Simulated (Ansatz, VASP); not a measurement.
**Al in VASP and in Ansatz**

Contents of INCAR:

```
SYSTEM = Al
PREC = Accurate ; ENCUT = 520
EDIFF = 1E-8 ; ISMEAR = -1
SIGMA = 0.03 ; LREAL = .FALSE.
LASPH = .TRUE. ; NELM = 80
ALGO = Normal ; ISIF = 2
LWAVE = .FALSE. ; LCHARG = .FALSE.
GGA = CA ; LEFG = .TRUE.
NBANDS = 8
```

KPOINTS

```
Automatic mesh
0
G
  17 17 17
  0 0 0
```

POSCAR

```
Al
1.0
    0.0000000000      2.0442198000      2.0239800000
    2.0442198000      0.0000000000      2.0239800000
    2.0442198000      2.0442198000      0.0000000000
Al
1
Direct
    0.0000000000      0.0000000000      0.0000000000
```

Input for Ansatz:

```yaml
crystal:
  lattice:
    - [0.0, 2.0442198, 2.02398]
    - [2.0442198, 0.0, 2.02398]
    - [2.0442198, 2.0442198, 0.0]
  atoms:
    - { symbol: Al, position: [0.0, 0.0, 0.0] }
kpoints:
  mp_grid: { grid: [17, 17, 17] }
scf:
  occupations: { method: fermi_dirac, width: 0.03 }
hamiltonian:
  xc: lda
  pseudopotentials: { kind: paw }
output:
  forces: true
  stress: true
  eigenvalues: true
  efg: { contact_densities: true }
```

Change from the starting cell: equal xx and yy strain of +1 %, PAW files.

Alike in both runs: task electric field gradients; functional LDA; k mesh 17 × 17 × 17; occupations fermi-dirac, width 0.03 eV; no spin polarisation.

|  | VASP | Ansatz |
| --- | --- | --- |
| version | VASP 6.6.1 | Ansatz 0.2.0 |
| potentials or method | VASP PAW LDA potentials, release 64 (Al) | PAW with Ansatz's default frozen-core files, scalar-relativistic |
| plane-wave cutoff (eV) | 520 | 420 |
| valence electrons in the cell | 3 | 3 |

```csv
,VASP,Ansatz,Ansatz less VASP
pressure (GPa),-4.9,-4.9,-0.03
"traceless stress, the component that is largest in VASP (GPa)",-0.24,-0.24,+0.002
size of Vzz on the site where it differs most (V/Å²),0.4,0.4,-0.04
```

LDA's correlation is that of Perdew and Zunger in VASP and of Perdew and Wang (1992) in Ansatz.
